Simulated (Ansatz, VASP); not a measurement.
# Two plane-wave programs on PbF2

```
CELL_PARAMETERS angstrom
0.00000 2.96985 2.96985
2.96985 0.00000 2.96985
2.96985 2.96985 0.00000
ATOMIC_POSITIONS crystal
Pb 0.00000 0.00000 0.00000
F 0.25000 0.25000 0.25000
F 0.75000 0.75000 0.75000
```

Alike in both runs: task electric field gradients; functional PBE; k mesh 7 × 7 × 7; occupations fermi-dirac, width 0.03 eV; no spin polarisation.

|  | VASP | Ansatz |
| --- | --- | --- |
| version | VASP 6.6.1 | Ansatz 0.2.0 |
| potentials or method | VASP PAW PBE potentials, release 64 (Pb_d, F) | PAW with Ansatz's default frozen-core files, scalar-relativistic |
| plane-wave cutoff (eV) | 520 | 420 |
| valence electrons in the cell | 28 | 28 |

|  | VASP | Ansatz | Ansatz less VASP |
| --- | --- | --- | --- |
| gap on the k mesh at the Fermi level (eV) | 4.46 | 4.46 | +0.003 |
| pressure (GPa) | 2.0 | 2.2 | +0.20 |

The functional is the same, so the differences come from potentials, cutoffs and numerics.

Neither program's run includes spin-orbit coupling.
